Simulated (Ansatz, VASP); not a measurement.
Ga in VASP and in Ansatz

```
CELL_PARAMETERS angstrom
-1.70126 1.70126 1.70126
1.70126 -1.70126 1.70126
1.70126 1.70126 -1.70126
ATOMIC_POSITIONS crystal
Ga 0.00000 0.00000 0.00000
```

Alike in both runs: task single point; functional revPBE; k mesh 15 × 15 × 15; occupations fermi-dirac, width 0.1 eV; no spin polarisation.

|  | VASP | Ansatz |
| --- | --- | --- |
| version | VASP 6.6.1 | Ansatz 0.2.0 |
| potentials or method | VASP PAW PBE potentials, release 64 (Ga_d), cutoff 520 eV | plane waves (420 eV) with PAW, scalar-relativistic |
| valence electrons in the cell | 13 | 13 |

```tsv
	VASP	Ansatz	Ansatz less VASP
pressure (GPa)	0.1	0.0	-0.07
```

VASP's potentials were made for PBE, not for revPBE.
